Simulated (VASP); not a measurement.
Input of a VASP 6.6.1 run:

File POSCAR:

```
NbP
1.0
   -1.6699626174      1.6699626174      5.7244685993
    1.6699626174     -1.6699626174      5.7244685993
    1.6699626174      1.6699626174     -5.7244685993
Nb P
2 2
Direct
    0.7498704532      0.7498704532      0.0000000000
    0.4998704532      0.9998704532      0.5000000000
    0.3327581218      0.3327581218      0.0000000000
    0.0827581218      0.5827581218      0.5000000000
```

The input INCAR.step1:

```
  PREC = Accurate
  ENCUT = 550
  ISMEAR = 0
  SIGMA = 0.1
  LREAL = F
  LASPH = T
  NELM = 120
  NBANDS = 26
  GGA = PE
  ALGO = Normal
  EDIFF = 1E-5
  LWAVE = T
  LCHARG = F
  GGA_COMPAT = F
```

INCAR.step2

```
  PREC = Accurate
  ENCUT = 550
  EDIFF = 1E-6
  ISMEAR = 0
  SIGMA = 0.1
  LREAL = F
  LASPH = T
  NELM = 120
  ALGO = Normal
  ISIF = 2
  LWAVE = F
  LCHARG = F
  METAGGA = R2SCAN
  LMIXTAU = T
  NBANDS = 26
  ISTART = 1
  GGA_COMPAT = F
```

File KPOINTS:

```
regular mesh
0
Gamma
  18 18 18
```

Potentials or basis: VASP PAW PBE potentials, release 64 (Nb_sv, P).

Launch:

```bash
$ cat potpaw_PBE.64/Nb_sv/POTCAR potpaw_PBE.64/P/POTCAR > POTCAR
$ cp INCAR.step1 INCAR
$ mpirun -np 1 vasp_std > vasp.out
$ cp INCAR.step2 INCAR
$ mpirun -np 1 vasp_std > vasp.out
```

Question: What does it give for the band gap on the k mesh?

Answer: Zero (bands 18 and 19 overlap by 0.14 eV).

Question: Estimate the pressure.

Answer: -0.4 GPa.

Caveat: the PAW data sets were made with another functional, which shifts forces and pressure a little.
